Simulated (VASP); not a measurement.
# C (Imma) in VASP: notebook

Runs on C. Level: r2SCAN. Tasks: single point.

All numbers are computed with VASP 6.6.1; they aren't measurements. Logs are shortened: lines on timing, memory, paths and dates and some standing lists are left out, and cuts for length are marked.

**1. The cell of the first run**

Symmetry: Imma, No. 74, orthorhombic system. Conventional cell: a = 2.412 Å, b = 2.632 Å, c = 3.567 Å, α = 90.00°, β = 90.00°, γ = 90.00°. Within 2.0 Å of C (site symmetry mm2) lie 4 C at 1.50 to 1.59 Å.

**2. Single point, r2SCAN (strain +0.0875 x Voigt [0, 0, 0, 1, 0, 0])**

File POSCAR:

```
C
1.0
    0.0000000000      1.8614237500      1.8614237500
    1.7834000000      0.0780237500      1.7834000000
    1.7834000000      1.7834000000      0.0780237500
C
2
Direct
    0.5000000000      0.5000000000      0.5000000000
    0.7500000000      0.7500000000      0.7500000000
```

File INCAR.step1:

```
SYSTEM = C
PREC = Accurate
ENCUT = 1430
ISMEAR = 0
SIGMA = 0.05
LREAL = .FALSE.
LASPH = .TRUE.
NELM = 120
NBANDS = 11
GGA = PE
ALGO = Normal
EDIFF = 1E-5
LWAVE = .TRUE.
LCHARG = .FALSE.
GGA_COMPAT = .FALSE.
```

File INCAR.step2:

```
SYSTEM = C
PREC = Accurate
ENCUT = 1430
EDIFF = 1E-6
ISMEAR = 0
SIGMA = 0.05
LREAL = .FALSE.
LASPH = .TRUE.
NELM = 120
ALGO = Normal
ISIF = 2
LWAVE = .FALSE.
LCHARG = .FALSE.
METAGGA = R2SCAN
LMIXTAU = .TRUE.
NBANDS = 11
ISTART = 1
GGA_COMPAT = .FALSE.
```

File KPOINTS:

```
Automatic mesh
0
G
  12 12 12
  0 0 0
```

Potentials or basis: VASP PAW PBE potentials, release 64 (C_h).

The run is started by

```console
$ cat potpaw_PBE.64/C_h/POTCAR > POTCAR
$ cp INCAR.step1 INCAR
$ mpirun -np 1 vasp_std > vasp.out
$ cp INCAR.step2 INCAR
$ mpirun -np 1 vasp_std > vasp.out
```

OUTCAR:

```text
SYSTEM = C
   PREC = Accurate
   ENCUT = 1430
   EDIFF = 1E-6
   ISMEAR = 0
   LREAL = .FALSE.
   LASPH = .TRUE.
   NELM = 120
   ISIF = 2
   METAGGA = R2SCAN
   ISTART = 1

 ion  position               nearest neighbor table
   1  0.500  0.500  0.500-   2 1.50   2 1.50
   2  0.750  0.750  0.750-   1 1.50   1 1.50

  LATTYP: Found a body centered orthorhombic cell.
 ALAT       =     2.4117662217
 B/A-ratio  =     1.0915032680
 C/A-ratio  =     1.4789161437

  Lattice vectors:

 A1 = (  -1.7834000000,   1.7834000000,   0.0780237500)
 A2 = (  -1.7834000000,  -1.7834000000,  -0.0780237500)
 A3 = (   1.7834000000,   0.0780237500,   1.7834000000)

Analysis of symmetry for initial positions (statically):
=====================================================================
 Subroutine PRICEL returns:
 Original cell was already a primitive cell.

 Routine SETGRP: Setting up the symmetry group for a
 body centered orthorhombic supercell.

 Subroutine GETGRP returns: Found  8 space group operations
 (whereof  4 operations were pure point group operations)
 out of a pool of  8 trial point group operations.

The static configuration has the point symmetry C_2v.
 The point group associated with its full space group is D_2h.

Analysis of symmetry for dynamics (positions and initial velocities):
=====================================================================
 Subroutine PRICEL returns:
 Original cell was already a primitive cell.

 Routine SETGRP: Setting up the symmetry group for a
 body centered orthorhombic supercell.

 Subroutine GETGRP returns: Found  8 space group operations
 (whereof  4 operations were pure point group operations)
 out of a pool of  8 trial point group operations.

The dynamic configuration has the point symmetry C_2v.
 The point group associated with its full space group is D_2h.

 Subroutine INISYM returns: Found  8 space group operations
 (whereof  4 operations are pure point group operations),
 and found     1 'primitive' translations

----------------------------------------------------------------------------------------

                                     Primitive cell

  volume of cell :      11.3225

  direct lattice vectors                    reciprocal lattice vectors
     0.000000000  1.861423750  1.861423750    -0.280363351  0.268611594  0.268611594
     1.783400000  0.078023750  1.783400000     0.280363351 -0.293190432  0.293190432
     1.783400000  1.783400000  0.078023750     0.280363351  0.293190432 -0.293190432

  length of vectors
     2.632450713  2.523315047  2.523315047     0.472131322  0.500524593  0.500524593

  position of ions in fractional coordinates (direct lattice)
     0.500000000  0.500000000  0.500000000
     0.750000000  0.750000000  0.750000000

  ion indices of the primitive-cell ions
   primitive index   ion index
                 1           1
                 2           2

----------------------------------------------------------------------------------------

 KPOINTS: Automatic mesh

Automatic generation of k-mesh.
 Grid dimensions read from file:
 generate k-points for:   12   12   12

 Generating k-lattice:

  Cartesian coordinates                     Fractional coordinates (reciprocal lattice)
    -0.023363613  0.022384299  0.022384299     0.083333333  0.000000000  0.000000000
     0.023363613 -0.024432536  0.024432536     0.000000000  0.083333333  0.000000000
     0.023363613  0.024432536 -0.024432536     0.000000000  0.000000000  0.083333333

  Length of vectors
     0.039344277  0.041710383  0.041710383

  Shift w.r.t. Gamma in fractional coordinates (k-lattice)
     0.000000000  0.000000000  0.000000000

 Subroutine IBZKPT returns following result:
 ===========================================

 Found    280 irreducible k-points:

 Following reciprocal coordinates:
            Coordinates               Weight
  0.000000  0.000000  0.000000      1.000000
  0.083333  0.000000 -0.000000      4.000000
  0.166667  0.000000  0.000000      4.000000
  0.250000  0.000000  0.000000      4.000000
  0.333333  0.000000 -0.000000      4.000000
  0.416667  0.000000  0.000000      4.000000
[... 16 lines left out ...]
  0.250000  0.166667  0.000000      8.000000
  0.333333  0.166667  0.000000      8.000000
 [... further k-points ...]
   k-points           NKPTS =    280   k-points in BZ     NKDIM =    280   number of bands    NBANDS=     11
   number of dos      NEDOS =    301   number of ions     NIONS =      2
   total plane-waves  NPLWV =  32768
   dimension x,y,z NGX =    32 NGY =   32 NGZ =   32
   dimension x,y,z NGXF=    64 NGYF=   64 NGZF=   64
   ions per type =               2
   NGX,Y,Z   is equivalent  to a cutoff of  20.21, 21.08, 21.08 a.u.
   NGXF,Y,Z  is equivalent  to a cutoff of  40.42, 42.17, 42.17 a.u.
 SYSTEM =  C
   PREC   = accura    normal or accurate (medium, high low for compatibility)
   ISTART =      1    job   : 0-new  1-cont  2-samecut
   ICHARG =      0    charge: 1-file 2-atom 10-const
   ISPIN  =      1    spin polarized calculation?
   LNONCOLLINEAR =      F non collinear calculations
   LSORBIT =      F    spin-orbit coupling
   LASPH  =      T    aspherical Exc in radial PAW
   ENCUT  = 1430.0 eV 105.10 Ry   10.25 a.u.   8.12  7.78  7.78*2*pi/ulx,y,z
   NELM   =    120;   NELMIN=  2; NELMDL=  0     # of ELM steps
   EDIFF  = 0.1E-05   stopping-criterion for ELM
   LREAL  =      F    real-space projection
   EDIFFG = 0.1E-04   stopping-criterion for IOM
   NSW    =      0    number of steps for IOM
   IBRION =     -1    ionic relax: 0-MD 1-quasi-New 2-CG
   NFREE  =      0    steps in history (QN), initial steepest desc. (CG)
   ISIF   =      2    stress and relaxation
   ISYM   =      2    0-nonsym 1-usesym 2-fastsym
   POTIM  = 0.5000    time-step for ionic-motion
   TEBEG  =    0.0;   TEEND  =   0.0 temperature during run
   PSTRESS=    0.0 pullay stress
   NELECT =       8.0000    total number of electrons
   NUPDOWN=      -1.0000    fix difference up-down
   EMIN   =  10.00;   EMAX   =-10.00  energy-range for DOS
   EFERMI =   0.00;   METHOD = LEGACY
   ISMEAR =     0;   SIGMA  =   0.05  broadening in eV -4-tet -1-fermi 0-gaus
   EFERMI_NEDOS =   21; number of points for ismear=-14 and -15
   IALGO  =     38    algorithm
   IMIX   =      4    mixing-type and parameters
     AMIX     =   0.40;   BMIX     =  1.00
     AMIX_MAG =   1.60;   BMIX_MAG =  1.00
  volume/ion in A,a.u.               =       5.66        38.20
  Fermi-wavevector in a.u.,A,eV,Ry     =   1.458109  2.755427 28.927113  2.126083
  Thomas-Fermi vector in A             =   2.574832
   LORBIT       =      0    0 simple, 1 ext, 2 COOP (PROOUT), +10 PAW based schemes
   METAGGA = R2SCAN    functional components
   LHFCALC =     F    Hartree Fock is set to
   AEXX    =    0.0000 exact exchange contribution
   IVDW    =     0    specifies the selected vdW correction
   LEPSILON=     F    determine dielectric tensor
   LRPA    =     F    only Hartree local field effects (RPA)
 non-spin polarized calculation
 Gauss-broadening in eV      SIGMA  =   0.05
  energy-cutoff  :     1430.00
  volume of cell :       11.32
 maximum number of plane-waves:      1408
   NGX = 17   NGY = 15   NGZ = 15

 number of electron       8.0000000 magnetization

 Free energy of the ion-electron system (eV)
  ---------------------------------------------------
  ext. energy  EPLUGINS =         0.00000000
  ---------------------------------------------------
  free energy    TOTEN  =       -19.56395320 eV

  energy without entropy =      -19.56395320  energy(sigma->0) =      -19.56395320

 E-fermi :  11.3603     XC(G=0): -14.2770

 val. band max:       10.9882713646   @ k =   0.0000   0.0000   0.0000
 cond. band min:      14.2908174779   @ k =   0.0000   0.5000   0.5000
 fundamental gap:      3.3025461133
 Fermi energy:        11.3603464695

 k-point     1 :       0.0000    0.0000    0.0000
  band No.  band energies     occupation
      1     -11.7853      2.00000
      2      10.7880      2.00000
      3      10.9640      2.00000
      4      10.9883      2.00000
      5      15.4880      0.00000
      6      16.3762      0.00000
      7      18.2303      0.00000
      8      25.3990      0.00000
      9      31.4988      0.00000
     10      38.3166      0.00000
     11      38.5409      0.00000

 k-point     2 :       0.0833    0.0000   -0.0000
  band No.  band energies     occupation
      1     -11.5970      2.00000
      2       9.3156      2.00000
      3      10.5838      2.00000
      4      10.7182      2.00000
      5      16.2215      0.00000
      6      17.2742      0.00000
      7      18.5829      0.00000
      8      25.5116      0.00000
      9      31.7524      0.00000
     10      36.3304      0.00000
     11      37.1321      0.00000

 k-point     3 :       0.1667    0.0000    0.0000
  band No.  band energies     occupation
      1     -11.0355      2.00000
      2       6.4641      2.00000
      3       9.9734      2.00000
      4      10.0913      2.00000
      5      17.1817      0.00000
      6      19.0253      0.00000
      7      19.3855      0.00000
      8      25.8690      0.00000
      9      32.2432      0.00000
     10      34.8621      0.00000
     11      35.8652      0.00000

 k-point     4 :       0.2500    0.0000    0.0000
  band No.  band energies     occupation
      1     -10.1127      2.00000
      2       3.4715      2.00000
      3       9.3477      2.00000
      4       9.4017      2.00000
      5      18.0448      0.00000
      6      20.1759      0.00000
      7      20.3783      0.00000
      8      26.4403      0.00000
      9      32.4579      0.00000
     10      34.6576      0.00000
     11      35.6765      0.00000
[... 239 lines left out ...]
 k-point    22 :       0.1667    0.1667    0.0000
  band No.  band energies     occupation
      1     -10.7145      2.00000
      2       8.1179      2.00000
      3       8.1613      2.00000
      4       8.5789      2.00000
      5      16.0707      0.00000
      6      20.0112      0.00000
      7      20.4866      0.00000
      8      24.8474      0.00000
      9      31.7721      0.00000
     10      33.1892      0.00000
     11      39.5417      0.00000

 k-point    23 :       0.2500    0.1667    0.0000
  band No.  band energies     occupation
      1     -10.0508      2.00000
      2       5.8257      2.00000
      3       7.4856      2.00000
      4       7.9976      2.00000
      5      16.6433      0.00000
      6      21.3137      0.00000
      7      21.8464      0.00000
      8      24.2515      0.00000
      9      31.8232      0.00000
     10      33.7049      0.00000
     11      39.5447      0.00000

 k-point    24 :       0.3333    0.1667    0.0000
  band No.  band energies     occupation
      1      -9.0367      2.00000
      2       3.0974      2.00000
      3       7.0248      2.00000
      4       7.3063      2.00000
      5      17.5031      0.00000
      6      22.1185      0.00000
      7      22.9292      0.00000
      8      24.3418      0.00000
      9      32.5220      0.00000
     10      33.8076      0.00000
     11      39.2610      0.00000

 [... further k-points ...]
[... 5 lines left out ...]
  --------------------------------------------------------------------------------------
  -------------------------------------------------------------------------------------
  Total       -0.1570169      0.1945920      0.1945920      0.0000000     -3.6196366      0.0000000
  in kB      -22.2184021     27.5353980     27.5353980      0.0000000   -512.1902783      0.0000000
  external PRESSURE =      10.9507979 kB  Pullay stress =       0.0000000 kB

 VOLUME and BASIS-vectors are now :
 -----------------------------------------------------------------------------
  energy-cutoff  :     1430.00
  volume of cell :       11.32
      direct lattice vectors                 reciprocal lattice vectors
     0.000000000  1.861423750  1.861423750    -0.280363351  0.268611594  0.268611594
     1.783400000  0.078023750  1.783400000     0.280363351 -0.293190432  0.293190432
     1.783400000  1.783400000  0.078023750     0.280363351  0.293190432 -0.293190432

 POSITION                                       TOTAL-FORCE (eV/Angst)
 -----------------------------------------------------------------------------------
      1.78340      1.86142      1.86142         0.167095      0.000000      0.000000
      2.67510      2.79214      2.79214        -0.167095     -0.000000     -0.000000
 -----------------------------------------------------------------------------------
    total drift:                               -0.000000     -0.000000      0.000000

  FREE ENERGIE OF THE ION-ELECTRON SYSTEM (eV)
  ---------------------------------------------------
  free  energy   TOTEN  =       -19.5639531971 eV

  energy  without entropy=      -19.5639531971  energy(sigma->0) =      -19.56395320
```

Run time: 4.1 min. Hardware: 1 thread of Intel Xeon Platinum 8259CL at 2.50GHz (Skylake/Cascade Lake), shared host; peak memory 0.26 GiB.

What came out:

```yaml
Free_energy: -19.5640 eV
Pressure: 1.1 GPa
Largest_force: 0.167 eV/Å
Band_gap_on_the_k_mesh: 3.30 eV (least direct gap 4.50 eV)
```

Forces on the atoms (eV/Å):
```
C    0.167  0.000  0.000
C   -0.167  0.000  0.000
```

Caveat: the cell differs from its parent crystal (strain +0.0875 x Voigt [0, 0, 0, 1, 0, 0]); the PAW data sets were made with another functional, which shifts forces and pressure a little. A k mesh can miss the band edges.

[end of part 1 of 2]
